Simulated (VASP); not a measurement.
# F2 in VASP: single point with AM05

Aim: the single point of F2 with AM05.

All numbers are computed with VASP 6.6.1; they aren't measurements. Logs are shortened: lines on timing, memory, paths and dates and some standing lists are left out, and cuts for length are marked.

## 1. The cell of the first run

The cell holds a molecule in a box, 2 atoms: a = 11.000 Å, b = 10.000 Å, c = 10.000 Å, α = 90.00°, β = 90.00°, γ = 90.00°.

## 2. Single point, AM05

POSCAR reads:

```
F
1.0
   11.0000000000      0.0000000000      0.0000000000
    0.0000000000     10.0000000000      0.0000000000
    0.0000000000      0.0000000000     10.0000000000
F
2
Direct
    0.4481000000      0.5233400000      0.4739000000
    0.5542636400      0.4808600000      0.5329000000
```

INCAR.step1 reads:

```
SYSTEM = F
  ISMEAR = 0
  SIGMA = 0.03
  LWAVE = .TRUE.
  LCHARG = .TRUE.
  ISIF = 0
  NELM = 100
  ALGO = Normal
  PREC = Accurate
  LASPH = .TRUE.
  LREAL = .FALSE.
  EDIFF = 1E-5
  GGA_COMPAT = .FALSE.
  ENCUT = 520
  EFERMI = MIDGAP
  NELMDL = -8
  GGA = PE
```

INCAR.step2 reads:

```
SYSTEM = F
  GGA = AM
  ISMEAR = 0
  SIGMA = 0.03
  LWAVE = .FALSE.
  LCHARG = .FALSE.
  ISIF = 0
  NELM = 100
  ALGO = All
  PREC = Accurate
  LASPH = .TRUE.
  LREAL = .FALSE.
  EDIFF = 1E-6
  GGA_COMPAT = .FALSE.
  ENCUT = 520
  EFERMI = MIDGAP
  NELMDL = -8
  ISTART = 1
  ISEARCH = 1
```

KPOINTS reads:

```
k-points
0
Gamma
  1 1 1
```

Potentials or basis: VASP PAW PBE potentials, release 64 (F).

Run with:

```bash
$ cat potpaw_PBE.64/F/POTCAR > POTCAR
$ cp INCAR.step1 INCAR
$ mpirun -np 1 vasp_gam > vasp.out
$ cp INCAR.step2 INCAR
$ mpirun -np 1 vasp_gam > vasp.out
```

OUTCAR:

```text
SYSTEM = F
   GGA = AM
   ISMEAR = 0
   ISIF = 0
   NELM = 100
   PREC = Accurate
   LASPH = .TRUE.
   LREAL = .FALSE.
   EDIFF = 1E-6
   ENCUT = 520
   EFERMI = MIDGAP
   NELMDL = -8
   ISTART = 1

 Found      1 irreducible k-points:

 Following reciprocal coordinates:
            Coordinates               Weight
  0.000000  0.000000  0.000000      1.000000
   k-points           NKPTS =      1   k-points in BZ     NKDIM =      1   number of bands    NBANDS=     11
   number of dos      NEDOS =    301   number of ions     NIONS =      2
   total plane-waves  NPLWV = 537600
   dimension x,y,z NGX =    84 NGY =   80 NGZ =   80
   dimension x,y,z NGXF=   168 NGYF=  160 NGZF=  160
   ions per type =               2
   NGX,Y,Z   is equivalent  to a cutoff of  12.70, 13.30, 13.30 a.u.
   NGXF,Y,Z  is equivalent  to a cutoff of  25.39, 26.60, 26.60 a.u.
 SYSTEM =  F
   PREC   = accura    normal or accurate (medium, high low for compatibility)
   ISTART =      1    job   : 0-new  1-cont  2-samecut
   ICHARG =      0    charge: 1-file 2-atom 10-const
   ISPIN  =      1    spin polarized calculation?
   LNONCOLLINEAR =      F non collinear calculations
   LSORBIT =      F    spin-orbit coupling
   LASPH  =      T    aspherical Exc in radial PAW
   ENCUT  =  520.0 eV  38.22 Ry    6.18 a.u.  20.45 18.59 18.59*2*pi/ulx,y,z
   NELM   =    100;   NELMIN=  2; NELMDL= -8     # of ELM steps
   EDIFF  = 0.1E-05   stopping-criterion for ELM
   LREAL  =      F    real-space projection
   EDIFFG = 0.1E-04   stopping-criterion for IOM
   NSW    =      0    number of steps for IOM
   IBRION =     -1    ionic relax: 0-MD 1-quasi-New 2-CG
   NFREE  =      0    steps in history (QN), initial steepest desc. (CG)
   ISIF   =      0    stress and relaxation
   ISYM   =      2    0-nonsym 1-usesym 2-fastsym
   POTIM  = 0.5000    time-step for ionic-motion
   TEBEG  =    0.0;   TEEND  =   0.0 temperature during run

   SCALEE = 1.0000    scale energy and forces
   PSTRESS=    0.0 pullay stress
   NELECT =      14.0000    total number of electrons
   NUPDOWN=      -1.0000    fix difference up-down
   EMIN   =  10.00;   EMAX   =-10.00  energy-range for DOS
   EFERMI =   0.00;   METHOD = MIDGAP
   ISMEAR =     0;   SIGMA  =   0.03  broadening in eV -4-tet -1-fermi 0-gaus
   EFERMI_NEDOS =   21; number of points for ismear=-14 and -15
   IALGO  =     58    algorithm
   IMIX   =      4    mixing-type and parameters
     AMIX     =   0.40;   BMIX     =  1.00
     AMIX_MAG =   1.60;   BMIX_MAG =  1.00
  volume/ion in A,a.u.               =     550.00      3711.58
  Fermi-wavevector in a.u.,A,eV,Ry     =   0.382226  0.722302  1.987764  0.146097
  Thomas-Fermi vector in A             =   1.318299
   LORBIT       =      0    0 simple, 1 ext, 2 COOP (PROOUT), +10 PAW based schemes
   GGA     = AM    functional components
   LHFCALC =     F    Hartree Fock is set to
   AEXX    =    0.0000 exact exchange contribution
   IVDW    =     0    specifies the selected vdW correction
   LEPSILON=     F    determine dielectric tensor
   LRPA    =     F    only Hartree local field effects (RPA)

   CSHIFT  =0.1000    complex shift for real part using Kramers Kronig

   OMEGAMAX=  -1.0    maximum frequency
 non-spin polarized calculation
 Gauss-broadening in eV      SIGMA  =   0.03
  energy-cutoff  :      520.00
  volume of cell :     1100.00
 maximum number of plane-waves:     14859
 NGX is ok and might be reduce to    84
   NGX = 41   NGY = 37   NGZ = 37

 number of electron      13.9999999 magnetization

 Free energy of the ion-electron system (eV)
  ---------------------------------------------------
  ext. energy  EPLUGINS =         0.00000000
  ---------------------------------------------------
  free energy    TOTEN  =        -3.74668502 eV

  energy without entropy =       -3.74668502  energy(sigma->0) =       -3.74668502

 E-fermi :  -8.9324     XC(G=0):  -6.0424

 val. band max:       -9.0803136251   @ k =   0.0000   0.0000   0.0000
 cond. band min:      -9.4533895233   @ k =   0.0000   0.0000   0.0000
 fundamental gap:     -0.3730758982
 Fermi energy:        -8.9324434295

 k-point     1 :       0.0000    0.0000    0.0000
  band No.  band energies     occupation
      1     -34.3019      2.00000
      2     -27.0653      2.00000
      3     -15.4708      2.00000
      4     -12.8648      2.00000
      5     -12.8648      2.00000
      6      -9.0803      2.00000
      7      -9.0803      2.00000
      8      -9.4534      0.00000
      9      -7.7289      0.00000
     10      -7.4543      0.00000
     11      -5.1609      0.00000

------------------------ aborting loop because EDIFF is reached ----------------------------------------

 VOLUME and BASIS-vectors are now :
 -----------------------------------------------------------------------------
  energy-cutoff  :      520.00
  volume of cell :     1100.00
      direct lattice vectors                 reciprocal lattice vectors
    11.000000000  0.000000000  0.000000000     0.090909091  0.000000000  0.000000000
     0.000000000 10.000000000  0.000000000     0.000000000  0.100000000  0.000000000
     0.000000000  0.000000000 10.000000000     0.000000000  0.000000000  0.100000000

 POSITION                                       TOTAL-FORCE (eV/Angst)
 -----------------------------------------------------------------------------------
      4.92910      5.23340      4.73900        -1.105270      0.402003     -0.557132
      6.09690      4.80860      5.32900         1.105270     -0.402003      0.557132
 -----------------------------------------------------------------------------------
    total drift:                                0.000110      0.000159     -0.000028

  FREE ENERGIE OF THE ION-ELECTRON SYSTEM (eV)
  ---------------------------------------------------
  free  energy   TOTEN  =        -3.7466850227 eV

  energy  without entropy=       -3.7466850227  energy(sigma->0) =       -3.74668502
```

OUTCAR.step1:

```text
SYSTEM = F
   ISMEAR = 0
   ISIF = 0
   NELM = 100
   PREC = Accurate
[... 120 lines left out ...]
      4.92910      5.23340      4.73900        -1.673608      0.609099     -0.845387
      6.09690      4.80860      5.32900         1.673608     -0.609099      0.845387
 -----------------------------------------------------------------------------------
    total drift:                                0.000110      0.000159     -0.000028

  FREE ENERGIE OF THE ION-ELECTRON SYSTEM (eV)
  ---------------------------------------------------
  free  energy   TOTEN  =        -3.5729015032 eV

  energy  without entropy=       -3.5729015032  energy(sigma->0) =       -3.57290150
```

OSZICAR.step1:

```text
N       E                     dE             d eps       ncg     rms          rms(c)
DAV:   1     0.171174481164E+03    0.17117E+03   -0.38114E+03    30   0.762E+02
DAV:   2     0.767691546122E+02   -0.94405E+02   -0.86917E+02    28   0.143E+02
DAV:   3     0.202784360168E+01   -0.74741E+02   -0.74328E+02    30   0.126E+02
DAV:   4    -0.436747980772E+01   -0.63953E+01   -0.63905E+01    28   0.467E+01
DAV:   5    -0.443556331303E+01   -0.68084E-01   -0.68079E-01    30   0.516E+00
DAV:   6    -0.443586763456E+01   -0.30432E-03   -0.30431E-03    36   0.278E-01
DAV:   7    -0.443586999096E+01   -0.23564E-05   -0.23562E-05    33   0.199E-02
DAV:   8    -0.443587001339E+01   -0.22430E-07   -0.22216E-07    36   0.182E-03    0.799E+00
DAV:   9    -0.377216338169E+01    0.66371E+00   -0.37348E-01    28   0.708E+00    0.452E+00
DAV:  10    -0.357203266636E+01    0.20013E+00   -0.44288E-01    25   0.776E+00    0.514E-01
DAV:  11    -0.357139088658E+01    0.64178E-03   -0.59888E-02    22   0.205E+00    0.101E-01
DAV:  12    -0.357167087350E+01   -0.27999E-03   -0.61538E-04    30   0.224E-01    0.563E-02
DAV:  13    -0.357222654098E+01   -0.55567E-03   -0.18170E-04    30   0.123E-01    0.156E-02
DAV:  14    -0.357246745826E+01   -0.24092E-03   -0.31009E-05    33   0.476E-02    0.837E-03
DAV:  15    -0.357259233654E+01   -0.12488E-03   -0.83042E-06    25   0.216E-02    0.511E-03
DAV:  16    -0.357280686837E+01   -0.21453E-03   -0.20146E-05    36   0.274E-02    0.346E-03
DAV:  17    -0.357284372220E+01   -0.36854E-04   -0.54942E-06    36   0.160E-02    0.292E-03
DAV:  18    -0.357289210082E+01   -0.48379E-04   -0.21058E-06    28   0.105E-02    0.150E-03
DAV:  19    -0.357290150315E+01   -0.94023E-05   -0.18125E-07    17   0.342E-03
   1 F= -.35729015E+01 E0= -.35729015E+01  d E =0.000000E+00
```

It took 16 min on 1 thread of Intel Xeon Platinum 8259CL at 2.50GHz (Skylake/Cascade Lake), shared host; peak memory 0.87 GiB.

What came out:

| Item | Value |
| --- | --- |
| Free energy | -3.7467 eV |
| Largest force | 1.301 eV/Å |
| Gap between the frontier levels | zero (bands 7 and 8 overlap by 0.37 eV) |

Forces on the atoms (eV/Å):
```
F   -1.105  0.402 -0.557
F    1.105 -0.402  0.557
```

Caveat: the PAW data sets were made with another functional, which shifts forces and pressure a little.
